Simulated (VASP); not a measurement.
Here is a VASP 6.6.1 calculation.

The input INCAR:

```
SYSTEM = CdS
  PREC = Accurate
  ENCUT = 520
  EDIFF = 1E-6
  ISMEAR = 0
  SIGMA = 0.01
  LREAL = .False.
  LASPH = .True.
  NELM = 80
  ALGO = Normal
  ISIF = 2
  LWAVE = .False.
  LCHARG = .False.
  GGA = PE
  NBANDS = 16
```

The input KPOINTS:

```
regular mesh
0
Gamma
  4 4 4
  0 0 0
```

Contents of POSCAR:

```
CdS
1.0
   -0.0855900000      2.8337100000      2.9526500000
    2.8421600000     -0.0357600000      2.9028100000
    2.8603000000      2.8020200000     -0.0539000000
Cd S
1 1
Direct
    0.0044100000      0.0085800000      0.9974700000
    0.2381222228      0.2550793501      0.2429812282
```

Potentials or basis: VASP PAW PBE potentials, release 64 (Cd, S).

Run with:

```sh
$ cat potpaw_PBE.64/Cd/POTCAR potpaw_PBE.64/S/POTCAR > POTCAR
$ mpirun -np 1 vasp_std > vasp.out
```

Problem. Estimate the band gap on the k mesh.

Solution. 1.15 eV, direct.

Problem. What does it give for the pressure?

Solution. 5.8 GPa.

Problem. What does it give for the largest force?

Solution. 0.979 eV/Å.

Forces in eV/Å, atoms in the order of the input:
```
Cd  -0.350 -0.671 -0.621
S    0.350  0.671  0.621
```

Caveat: the k points lie up to 0.47 Å⁻¹ apart. A hybrid or GW would open this gap; PBE tends to underestimate it.
